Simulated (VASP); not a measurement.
Here is a VASP 6.6.1 calculation.

The input INCAR:

```
  PREC = Accurate
  ENCUT = 520
  EDIFF = 1E-6
  ISMEAR = 0
  SIGMA = 0.03
  LREAL = Auto
  LASPH = True
  NELM = 100
  ALGO = Normal
  ISIF = 2
  LWAVE = False
  LCHARG = False
  GGA = PE
  IVDW = 12
  NBANDS = 272
```

Contents of KPOINTS:

```
Automatic mesh
0
Gamma
  1 1 1
```

The input POSCAR:

```
Ge32H20CO
1.0
    8.0016200000      8.0016200000      0.0000000000
   -8.0016200000      8.0016200000      0.0000000000
    0.0000000000      0.0000000000     20.9129000000
Ge H O C
32 20 1 1
Direct
   -0.3110513743      0.3108360964      0.3417141696
   -0.1883655179     -0.3187773661      0.3430676393
    0.0472323709     -0.0476265829      0.3610445277
    0.3184141063      0.1879546841      0.3430611248
   -0.0306010444     -0.4676948732      0.3833236420
    0.2045715061     -0.2046135423      0.3570723004
    0.4674655574      0.0303300934      0.3833297934
    0.5359704072     -0.5364105168      0.3825849740
   -0.1200746285      0.3860718146      0.3036954785
   -0.1204160249     -0.1282538531      0.2999495522
    0.1277503082      0.1202603047      0.3000877815
    0.3865520651      0.3803836074      0.3034034531
    0.1144430330     -0.3775875865      0.3035699915
    0.3773706345     -0.1144371160      0.3034431478
    0.6138873116      0.1197710994      0.3037830084
    0.6191194015     -0.3867587148      0.3035083360
   -0.0011943785      0.2513838617      0.2346504064
    0.0024862636     -0.2532632265      0.2284676218
    0.2530832835     -0.0022977530      0.2284720508
    0.5003917360      0.2489957581      0.2290227990
    0.2489271805     -0.4992641758      0.2358479667
    0.4991756896     -0.2489109508      0.2358277155
    0.7486584138      0.0010959183      0.2346516020
    0.7508965374     -0.5002206438      0.2290238939
   -0.1250000000      0.1250000000      0.1644630000
   -0.1250000000     -0.3750000000      0.1644630000
    0.1250000000     -0.1250000000      0.1644630000
    0.3750000000      0.1250000000      0.1644630000
    0.1250000000     -0.6250000000      0.1644630000
    0.3750000000     -0.3750000000      0.1644630000
    0.6250000000     -0.1250000000      0.1644630000
    0.6250000000     -0.6250000000      0.1644630000
   -0.0489780000      0.0489780000      0.1195430000
   -0.2010220000      0.2010220000      0.1195430000
   -0.0489780000     -0.4510220000      0.1195430000
   -0.2010220000     -0.2989780000      0.1195430000
    0.2010220000     -0.2010220000      0.1195430000
    0.0489780000     -0.0489780000      0.1195430000
    0.4510220000      0.0489780000      0.1195430000
    0.2989780000      0.2010220000      0.1195430000
    0.2010220000     -0.7010220000      0.1195430000
    0.0489780000     -0.5489780000      0.1195430000
    0.4510220000     -0.4510220000      0.1195430000
    0.2989780000     -0.2989780000      0.1195430000
    0.7010220000     -0.2010220000      0.1195430000
    0.5489780000     -0.0489780000      0.1195430000
    0.7010220000     -0.7010220000      0.1195430000
    0.5489780000     -0.5489780000      0.1195430000
    0.0111053549     -0.0113584588      0.4299333233
    0.4101843433     -0.2963752090      0.4288943772
    0.2990414752     -0.4088983301      0.4299100269
    0.3379713881     -0.3339694807      0.5021242347
    0.2361327819     -0.2352644015      0.4412875627
    0.3246719074     -0.3224275152      0.4504297191
```

Potentials or basis: VASP PAW PBE potentials, release 64 (Ge_d, H, O, C).

Run with:

```sh
$ cat potpaw_PBE.64/Ge_d/POTCAR potpaw_PBE.64/H/POTCAR potpaw_PBE.64/O/POTCAR potpaw_PBE.64/C/POTCAR > POTCAR
$ mpirun -np 1 vasp_gam > vasp.out
```

**Question.** Estimate the largest force.

**Answer.** 0.619 eV/Å.

**Question.** What does it give for the dispersion energy per atom?

**Answer.** -0.133 eV.

Forces in eV/Å, atoms in the order of the input:
```
Ge  -0.002  0.000  0.000
Ge   0.000  0.000  0.000
Ge  -0.011 -0.001  0.026
Ge  -0.001  0.001  0.001
Ge   0.001 -0.001  0.009
Ge  -0.016  0.001 -0.002
Ge   0.001  0.001  0.008
Ge  -0.001  0.000  0.007
Ge   0.002 -0.003 -0.001
Ge  -0.003  0.002  0.002
Ge   0.001 -0.001 -0.001
Ge   0.000 -0.003 -0.001
Ge   0.000  0.002 -0.006
Ge   0.001 -0.003 -0.002
Ge   0.002  0.003 -0.003
Ge  -0.001  0.001 -0.001
Ge  -0.001  0.000 -0.002
Ge   0.002  0.001 -0.005
Ge   0.001  0.000 -0.005
Ge   0.002 -0.002 -0.008
Ge  -0.003 -0.001 -0.003
Ge  -0.003  0.002 -0.002
Ge  -0.001 -0.001 -0.002
Ge   0.001  0.001 -0.008
Ge  -0.118 -0.002  0.483
Ge   0.053  0.041 -0.591
Ge  -0.038  0.001 -0.486
Ge   0.053 -0.034 -0.591
Ge   0.128  0.081  0.494
Ge  -0.137 -0.003  0.604
Ge   0.129 -0.082  0.493
Ge  -0.139  0.002 -0.465
H    0.030  0.000  0.027
H    0.081 -0.001  0.029
H   -0.084 -0.042 -0.037
H    0.108 -0.020  0.000
H   -0.097  0.003 -0.018
H    0.049 -0.002 -0.036
H   -0.084  0.038 -0.036
H    0.108  0.023  0.000
H   -0.081 -0.009  0.029
H    0.012  0.008  0.030
H    0.027  0.000  0.012
H    0.084 -0.001  0.022
H   -0.081  0.008  0.029
H    0.012 -0.009  0.030
H   -0.064  0.002  0.014
H    0.052 -0.001 -0.026
H    0.012 -0.001 -0.028
H    0.013  0.015 -0.005
H    0.013 -0.015 -0.007
H    0.005  0.000  0.010
O   -0.171 -0.004 -0.034
C    0.154  0.004  0.052
```

Caveat: the k points lie up to 0.56 Å⁻¹ apart; there is no dipole correction, which matters where the two faces differ.
